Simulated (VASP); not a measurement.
Input of a VASP 6.6.1 run:

The input INCAR:

```
SYSTEM = CoO
PREC = Accurate
ENCUT = 520
EDIFF = 1E-6
ISMEAR = -1
SIGMA = 0.05
LREAL = .False.
LASPH = .True.
NELM = 150
ALGO = Normal
ISIF = 2
LWAVE = .False.
LCHARG = .False.
ISPIN = 2
MAGMOM = 2 0
LORBIT = 11
LMAXMIX = 4
NBANDS = 18
```

KPOINTS

```
Automatic mesh
0
Gamma
  7 7 7
  0 0 0
```

POSCAR

```
CoO
1.0
   -1.5080000000      1.5080000000      2.1072475377
    1.5080000000     -1.5080000000      2.1072475377
    1.5080000000      1.5080000000     -2.1072475377
Co O
1 1
Direct
    0.0038150000      0.0023350000     -0.0008620000
    0.4991960000      0.5036210000      0.0040850000
```

Potentials or basis: VASP PAW LDA potentials, release 64 (Co, O).

Command:

```sh
$ cat potpaw_LDA.64/Co/POTCAR potpaw_LDA.64/O/POTCAR > POTCAR
$ mpirun -np 1 vasp_std > vasp.out
```

(1) What does it give for the pressure?

(2) Predict the largest force.

(3) Predict the site moments.

Results:

(1) -20.5 GPa.

(2) 0.011 eV/Å.

(3) Co +2.29; O +0.26 μB.

Caveat: the k points lie up to 0.42 Å⁻¹ apart; a cell with one magnetic atom can't hold antiferromagnetic order, which such compounds often take.
